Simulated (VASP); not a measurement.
# MgS (R-3m) in VASP: a series of runs

Runs on MgS. Level: PBE. Tasks: single point.

Everything below comes from runs of VASP 6.6.1. Logs are shortened: lines on timing, memory, paths and dates and some standing lists are left out, and cuts for length are marked.

## Step 1: The cell of the first run

Symmetry: R-3m, No. 166, trigonal system. Conventional cell: a = 3.083 Å, b = 3.083 Å, c = 12.837 Å, α = 90.00°, β = 90.00°, γ = 120.00°. Mg (site symmetry -3m) has 6 S at 2.78 Å and 6 Mg at 3.08 Å within 3.7 Å. Within 3.7 Å of S (site symmetry -3m) lie 6 Mg at 2.78 Å and 6 S at 3.08 Å.

## Step 2: Single point, PBE

INCAR

```
PREC     = Accurate       # precision mode
ENCUT    = 520            # plane-wave cutoff, eV
EDIFF    = 1E-6           # SCF threshold, eV
ISMEAR   = 0              # smearing method
SIGMA    = 0.05           # smearing width, eV
LREAL    = False          # projectors in reciprocal space
LASPH    = True           # aspherical terms in the spheres
NELM     = 80             # most SCF steps
ALGO     = Normal         # electronic algorithm
ISIF     = 2              # what is computed and relaxed
LWAVE    = False          # write WAVECAR
LCHARG   = False          # write CHGCAR
GGA      = PE             # functional
NBANDS   = 11             # bands
```

KPOINTS

```
regular mesh
0
Gamma
  8 8 8
```

POSCAR

```
MgS
1.0
    1.0172772784      3.1971571608      3.1971571608
    3.1971571608      1.0172772784      3.1971571608
    3.1971571608      3.1971571608      1.0172772784
Mg S
1 1
Direct
    0.0000000000      0.0000000000      0.0000000000
    0.5000000000      0.5000000000      0.5000000000
```

Potentials or basis: VASP PAW PBE potentials, release 64 (Mg, S).

Started as:

```console
cat potpaw_PBE.64/Mg/POTCAR potpaw_PBE.64/S/POTCAR > POTCAR
mpirun -np 1 vasp_std > vasp.out
```

OUTCAR:

```text
PREC = Accurate
   ENCUT = 520
   EDIFF = 1E-6
   ISMEAR = 0
   LREAL = False
   LASPH = True
   NELM = 80
   ISIF = 2
   GGA = PE

 ion  position               nearest neighbor table
   1  0.000  0.000  0.000-   2 2.78   2 2.78   2 2.78   2 2.78   2 2.78   2 2.78
   2  0.500  0.500  0.500-   1 2.78   1 2.78   1 2.78   1 2.78   1 2.78   1 2.78

  LATTYP: Found a trigonal (rhomboedric) cell.
 ALAT       =     4.6344882007
 COS(alpha) =     0.7787610619

  Lattice vectors:

 A1 = (   1.0172772784,   3.1971571608,   3.1971571608)
 A2 = (   3.1971571608,   1.0172772784,   3.1971571608)
 A3 = (   3.1971571608,   3.1971571608,   1.0172772784)

Analysis of symmetry for initial positions (statically):
=====================================================================
 Subroutine PRICEL returns:
 Original cell was already a primitive cell.

 Routine SETGRP: Setting up the symmetry group for a
 trigonal (rhombohedral) supercell.

 Subroutine GETGRP returns: Found 12 space group operations
 (whereof 12 operations were pure point group operations)
 out of a pool of 12 trial point group operations.

The static configuration has the point symmetry D_3d.

Analysis of symmetry for dynamics (positions and initial velocities):
=====================================================================
 Subroutine PRICEL returns:
 Original cell was already a primitive cell.

 Routine SETGRP: Setting up the symmetry group for a
 trigonal (rhombohedral) supercell.

 Subroutine GETGRP returns: Found 12 space group operations
 (whereof 12 operations were pure point group operations)
 out of a pool of 12 trial point group operations.

The dynamic configuration has the point symmetry D_3d.

 Subroutine INISYM returns: Found 12 space group operations
 (whereof 12 operations are pure point group operations),
 and found     1 'primitive' translations

----------------------------------------------------------------------------------------

                                     Primitive cell

  volume of cell :      35.2190

  direct lattice vectors                    reciprocal lattice vectors
     1.017277278  3.197157161  3.197157161    -0.260852653  0.197888220  0.197888220
     3.197157161  1.017277278  3.197157161     0.197888220 -0.260852653  0.197888220
     3.197157161  3.197157161  1.017277278     0.197888220  0.197888220 -0.260852653

  length of vectors
     4.634488201  4.634488201  4.634488201     0.382574962  0.382574962  0.382574962

  position of ions in fractional coordinates (direct lattice)
     0.000000000  0.000000000  0.000000000
     0.500000000  0.500000000  0.500000000

  ion indices of the primitive-cell ions
   primitive index   ion index
                 1           1
                 2           2

----------------------------------------------------------------------------------------

 KPOINTS: regular mesh

Automatic generation of k-mesh.
 Grid dimensions read from file:
 generate k-points for:    8    8    8

 Generating k-lattice:

  Cartesian coordinates                     Fractional coordinates (reciprocal lattice)
    -0.032606582  0.024736027  0.024736027     0.125000000  0.000000000  0.000000000
     0.024736027 -0.032606582  0.024736027     0.000000000  0.125000000  0.000000000
     0.024736027  0.024736027 -0.032606582     0.000000000  0.000000000  0.125000000

  Length of vectors
     0.047821870  0.047821870  0.047821870

  Shift w.r.t. Gamma in fractional coordinates (k-lattice)
     0.000000000  0.000000000  0.000000000

 Subroutine IBZKPT returns following result:
 ===========================================

 Found     65 irreducible k-points:

 Following reciprocal coordinates:
            Coordinates               Weight
  0.000000  0.000000  0.000000      1.000000
  0.125000  0.000000  0.000000      6.000000
  0.250000  0.000000  0.000000      6.000000
  0.375000 -0.000000 -0.000000      6.000000
  0.500000  0.000000  0.000000      3.000000
  0.125000  0.125000 -0.000000      6.000000
[... 16 lines left out ...]
  0.250000  0.125000  0.125000      6.000000
  0.375000  0.125000  0.125000      6.000000
 [... further k-points ...]
   k-points           NKPTS =     65   k-points in BZ     NKDIM =     65   number of bands    NBANDS=     11
   number of dos      NEDOS =    301   number of ions     NIONS =      2
   total plane-waves  NPLWV =  46656
   dimension x,y,z NGX =    36 NGY =   36 NGZ =   36
   dimension x,y,z NGXF=    72 NGYF=   72 NGZF=   72
   ions per type =               1   1
   NGX,Y,Z   is equivalent  to a cutoff of  12.91, 12.91, 12.91 a.u.
   NGXF,Y,Z  is equivalent  to a cutoff of  25.83, 25.83, 25.83 a.u.
 SYSTEM =  unknown system
   PREC   = accura    normal or accurate (medium, high low for compatibility)
   ISTART =      0    job   : 0-new  1-cont  2-samecut
   ICHARG =      2    charge: 1-file 2-atom 10-const
   ISPIN  =      1    spin polarized calculation?
   LNONCOLLINEAR =      F non collinear calculations
   LSORBIT =      F    spin-orbit coupling
   LASPH  =      T    aspherical Exc in radial PAW
   ENCUT  =  520.0 eV  38.22 Ry    6.18 a.u.   8.62  8.62  8.62*2*pi/ulx,y,z
   NELM   =     80;   NELMIN=  2; NELMDL= -5     # of ELM steps
   EDIFF  = 0.1E-05   stopping-criterion for ELM
   LREAL  =      F    real-space projection
   EDIFFG = 0.1E-04   stopping-criterion for IOM
   NSW    =      0    number of steps for IOM
   IBRION =     -1    ionic relax: 0-MD 1-quasi-New 2-CG
   NFREE  =      0    steps in history (QN), initial steepest desc. (CG)
   ISIF   =      2    stress and relaxation
   ISYM   =      2    0-nonsym 1-usesym 2-fastsym
   POTIM  = 0.5000    time-step for ionic-motion
   TEBEG  =    0.0;   TEEND  =   0.0 temperature during run
   PSTRESS=    0.0 pullay stress
   NELECT =       8.0000    total number of electrons
   NUPDOWN=      -1.0000    fix difference up-down
   EMIN   =  10.00;   EMAX   =-10.00  energy-range for DOS
   EFERMI =   0.00;   METHOD = LEGACY
   ISMEAR =     0;   SIGMA  =   0.05  broadening in eV -4-tet -1-fermi 0-gaus
   EFERMI_NEDOS =   21; number of points for ismear=-14 and -15
   IALGO  =     38    algorithm
   IMIX   =      4    mixing-type and parameters
     AMIX     =   0.40;   BMIX     =  1.00
     AMIX_MAG =   1.60;   BMIX_MAG =  1.00
  volume/ion in A,a.u.               =      17.61       118.83
  Fermi-wavevector in a.u.,A,eV,Ry     =   0.998878  1.887606 13.575323  0.997758
  Thomas-Fermi vector in A             =   2.131131
   LORBIT       =      0    0 simple, 1 ext, 2 COOP (PROOUT), +10 PAW based schemes
   GGA     = PE    functional components
   LHFCALC =     F    Hartree Fock is set to
   AEXX    =    0.0000 exact exchange contribution
   IVDW    =     0    specifies the selected vdW correction
   LEPSILON=     F    determine dielectric tensor
   LRPA    =     F    only Hartree local field effects (RPA)
 non-spin polarized calculation
 Gauss-broadening in eV      SIGMA  =   0.05
  energy-cutoff  :      520.00
  volume of cell :       35.22
 maximum number of plane-waves:       969
 NGX is ok and might be reduce to    36

 number of electron       8.0000000 magnetization

 Free energy of the ion-electron system (eV)
  ---------------------------------------------------
  ext. energy  EPLUGINS =         0.00000000
  ---------------------------------------------------
  free energy    TOTEN  =        -6.05261403 eV

  energy without entropy =       -6.05076568  energy(sigma->0) =       -6.05168985

 E-fermi :   5.5548     XC(G=0):  -9.8606

 val. band max:        5.5535966743   @ k =   0.3750   0.3750   0.1250
 cond. band min:       5.5815759604   @ k =  -0.3750   0.3750   0.3750
 fundamental gap:      0.0279792862
 Fermi energy:         5.5547683950

 k-point     1 :       0.0000    0.0000    0.0000
  band No.  band energies     occupation
      1      -8.8967      2.00000
      2       0.5827      2.00000
      3       2.5122      2.00000
      4       6.5593      0.00000
      5       6.5593      0.00000
      6      13.6903      0.00000
      7      15.6556      0.00000
      8      15.6556      0.00000
      9      15.8147      0.00000
     10      16.6374      0.00000
     11      16.6374      0.00000

 k-point     2 :       0.1250    0.0000    0.0000
  band No.  band energies     occupation
      1      -8.6574      2.00000
      2       0.6702      2.00000
      3       2.8980      2.00000
      4       5.3582      2.00000
      5       6.2659      0.00000
      6      13.0891      0.00000
      7      14.2498      0.00000
      8      15.3359      0.00000
      9      15.3886      0.00000
     10      16.8074      0.00000
     11      17.5825      0.00000

 k-point     3 :       0.2500    0.0000    0.0000
  band No.  band energies     occupation
      1      -7.9878      2.00000
      2       0.9914      2.00000
      3       2.6448      2.00000
      4       4.4036      2.00000
      5       5.6680      0.00136
      6      10.4750      0.00000
      7      12.8179      0.00000
      8      14.2331      0.00000
      9      15.5584      0.00000
     10      17.2312      0.00000
     11      18.7572      0.00000

 k-point     4 :       0.3750   -0.0000   -0.0000
  band No.  band energies     occupation
      1      -7.1014      2.00000
      2       0.4591      2.00000
      3       1.8106      2.00000
      4       5.1738      2.00000
      5       5.4095      1.99996
      6       9.0195      0.00000
      7      11.5536      0.00000
      8      13.4318      0.00000
      9      13.6416      0.00000
     10      15.5439      0.00000
     11      20.2968      0.00000
[... 239 lines left out ...]
 k-point    22 :       0.1250    0.1250    0.1250
  band No.  band energies     occupation
      1      -8.8523      2.00000
      2      -0.2192      2.00000
      3       3.5673      2.00000
      4       6.5456      0.00000
      5       6.5456      0.00000
      6      13.5916      0.00000
      7      15.7351      0.00000
      8      15.7394      0.00000
      9      15.7394      0.00000
     10      16.6172      0.00000
     11      16.6172      0.00000

 k-point    23 :       0.2500    0.1250    0.1250
  band No.  band energies     occupation
      1      -8.5884      2.00000
      2      -0.3418      2.00000
      3       4.2710      2.00000
      4       5.3500      2.00000
      5       6.2634      0.00000
      6      13.4791      0.00000
      7      14.3346      0.00000
      8      15.0866      0.00000
      9      15.3414      0.00000
     10      16.6942      0.00000
     11      17.4852      0.00000

 k-point    24 :       0.3750    0.1250    0.1250
  band No.  band energies     occupation
      1      -7.9080      2.00000
      2       0.0391      2.00000
      3       2.7495      2.00000
      4       5.6344      0.02430
      5       5.6652      0.00179
      6      11.4661      0.00000
      7      12.6407      0.00000
      8      14.1938      0.00000
      9      14.7752      0.00000
     10      16.7562      0.00000
     11      18.0741      0.00000

 [... further k-points ...]
[... 5 lines left out ...]
  --------------------------------------------------------------------------------------
  -------------------------------------------------------------------------------------
  Total        0.7025184      0.7025184      0.7025184     -2.8601629     -2.8601629     -2.8601629
  in kB       31.9588901     31.9588901     31.9588901   -130.1142164   -130.1142164   -130.1142164
  external PRESSURE =      31.9588901 kB  Pullay stress =       0.0000000 kB

 VOLUME and BASIS-vectors are now :
 -----------------------------------------------------------------------------
  energy-cutoff  :      520.00
  volume of cell :       35.22
      direct lattice vectors                 reciprocal lattice vectors
     1.017277278  3.197157161  3.197157161    -0.260852653  0.197888220  0.197888220
     3.197157161  1.017277278  3.197157161     0.197888220 -0.260852653  0.197888220
     3.197157161  3.197157161  1.017277278     0.197888220  0.197888220 -0.260852653

 POSITION                                       TOTAL-FORCE (eV/Angst)
 -----------------------------------------------------------------------------------
      0.00000      0.00000      0.00000        -0.000000      0.000000     -0.000000
      3.70580      3.70580      3.70580         0.000000     -0.000000      0.000000
 -----------------------------------------------------------------------------------
    total drift:                                0.000000      0.000000      0.000000

  FREE ENERGIE OF THE ION-ELECTRON SYSTEM (eV)
  ---------------------------------------------------
  free  energy   TOTEN  =        -6.0526140255 eV

  energy  without entropy=       -6.0507656844  energy(sigma->0) =       -6.05168985
```

It used 29 s of CPU time on 1 thread of Intel Xeon 6975P-C, with other jobs on the host.

Results:

| Property | Result |
| --- | --- |
| Free energy | -6.0526 eV |
| Pressure | 3.2 GPa |
| Band gap on the k mesh | zero (band 4 reaches 6.56 eV, above the bottom of band 5 at 4.99 eV) |

Levels at points of the mesh, in eV from the Fermi level:
```
           k point  band 1  band 2  band 3  band 4  band 5  band 6  band 7  band 8  band 9
(0.00, 0.00, 0.00)  -14.45   -4.97   -3.04    1.00    1.00    8.14   10.10   10.10   10.26
(0.50, 0.00, 0.00)  -12.16   -5.96   -3.39   -0.56    0.00    4.21    4.63    6.93    7.60
(0.50, 0.50, 0.00)  -12.09   -5.74   -4.23   -0.70   -0.09    4.32    5.25    7.58   10.64
(0.50, 0.50, 0.50)  -14.12   -7.83    0.91    0.91    2.90    6.21    8.09   10.06   10.06
```

## Step 3: Single point, PBE

This run uses another cell than the first one, of the same volume but with other edges.

INCAR

```
SYSTEM = MgS
ALGO = Normal
EDIFF = 1E-6
ENCUT = 520
GGA = PE
ISIF = 2
ISMEAR = 0
LASPH = .TRUE.
LCHARG = .TRUE.
LELF = .TRUE.
LREAL = .FALSE.
LVHAR = .TRUE.
LWAVE = .FALSE.
NBANDS = 11
NELM = 60
PREC = Accurate
SIGMA = 0.05
```

KPOINTS

```
k-points
0
G
  8 8 8
  0 0 0
```

POSCAR

```
MgS
1.0
   -0.1243830882      2.5409688015      2.5409688015
    2.5409688015     -0.1243830882      2.5409688015
    2.5409688015      2.5409688015     -0.1243830882
Mg S
1 1
Direct
    0.0000000000      0.0000000000      0.0000000000
    0.5000000000      0.5000000000      0.5000000000
```

Potentials or basis: VASP PAW PBE potentials, release 64 (Mg, S).

Started as:

```console
cat potpaw_PBE.64/Mg/POTCAR potpaw_PBE.64/S/POTCAR > POTCAR
mpirun -np 1 vasp_std > vasp.out
```

It used 16 s of CPU time on 1 thread of Intel Xeon 6975P-C, with other jobs on the host.

Results (log left out):

| Item | Value |
| --- | --- |
| Free energy | -8.4620 eV |
| Pressure | 0.9 GPa |
| Band gap on the k mesh | 2.29 eV, indirect (least direct gap 3.20 eV) |

Stress tensor (GPa, compression positive):
```
0.86 2.43 2.43
2.43 0.86 2.43
2.43 2.43 0.86
```

Levels at points of the mesh, in eV from the valence-band top:
```csv
k point,band 1,band 2,band 3,band 4,band 5,band 6,band 7,band 8
"(0.00, 0.00, 0.00)",-13.07,-0.60,-0.60,0.00,3.20,7.16,7.16,8.52
"(0.50, 0.00, 0.00)",-11.82,-5.31,-1.04,-0.69,4.26,6.40,7.11,9.68
"(0.50, 0.50, 0.00)",-11.38,-4.59,-2.38,-1.76,2.29,4.10,11.28,12.30
"(0.50, 0.50, 0.50)",-11.56,-4.99,-1.30,-1.30,3.66,5.95,5.95,9.44
```

## Step 4: Single point, PBE

This run uses another cell than the first one, of the same volume but with other edges.

INCAR: that of step 3 with these lines changed.

```diff
@@ -2,3 +2,3 @@
 ALGO = Normal
-EDIFF = 1E-6
+EDIFF = 1E-7
 ENCUT = 520
@@ -14,3 +14,3 @@
 NBANDS = 11
-NELM = 60
+NELM = 100
 PREC = Accurate
```

KPOINTS is that of step 3.

POSCAR

```
MgS
1.0
    0.1352403689      2.6709972851      2.6709972851
    2.6709972851      0.1352403689      2.6709972851
    2.6709972851      2.6709972851      0.1352403689
Mg S
1 1
Direct
    0.0000000000      0.0000000000      0.0000000000
    0.5000000000      0.5000000000      0.5000000000
```

Started as:

```console
cat potpaw_PBE.64/Mg/POTCAR potpaw_PBE.64/S/POTCAR > POTCAR
mpirun -np 1 vasp_std > vasp.out
```

Wall time 24 s (1 thread of Intel Xeon 6975P-C, shared host); peak memory 0.17 GiB.

Results (log left out):

```
Free energy            : -8.4514 eV
Pressure               : 0.9 GPa
Band gap on the k mesh : 2.42 eV, indirect (least direct gap 3.28 eV)
```

Stress tensor (GPa, compression positive):
```
 0.87 -3.07 -3.07
-3.07  0.87 -3.07
-3.07 -3.07  0.87
```

Levels at points of the mesh, in eV from the valence-band top:
```csv
k point,band 2,band 3,band 4,band 5,band 6,band 7
"(0.00, 0.00, 0.00)",-0.76,0.00,0.00,3.28,7.06,8.14
"(0.50, 0.00, 0.00)",-5.01,-1.16,-0.74,4.02,6.25,6.80
"(0.50, 0.50, 0.00)",-4.45,-2.24,-1.61,2.42,4.24,11.31
"(0.50, 0.50, 0.50)",-5.34,-0.48,-0.48,4.84,7.25,7.25
```

## Step 5: Summary

| cell | gap on the mesh (eV) | pressure (GPa) |
| --- | --- | --- |
| a = 4.634 Å, angles 38.9°, 2 atoms | none | 3.2 |
| a = 3.596 Å, angles 63.2°, 2 atoms | 2.29 | 0.9 |
| a = 3.780 Å, angles 56.6°, 2 atoms | 2.42 | 0.9 |

Alike in all rows: task single point; level PBE; potentials or basis VASP PAW PBE potentials, release 64 (Mg, S); no spin polarisation; k mesh 8 × 8 × 8; cutoff (eV) 520; smearing gaussian 0.05 eV.

Total energies depend on the potentials used, so only differences within one code and one set of settings carry meaning.
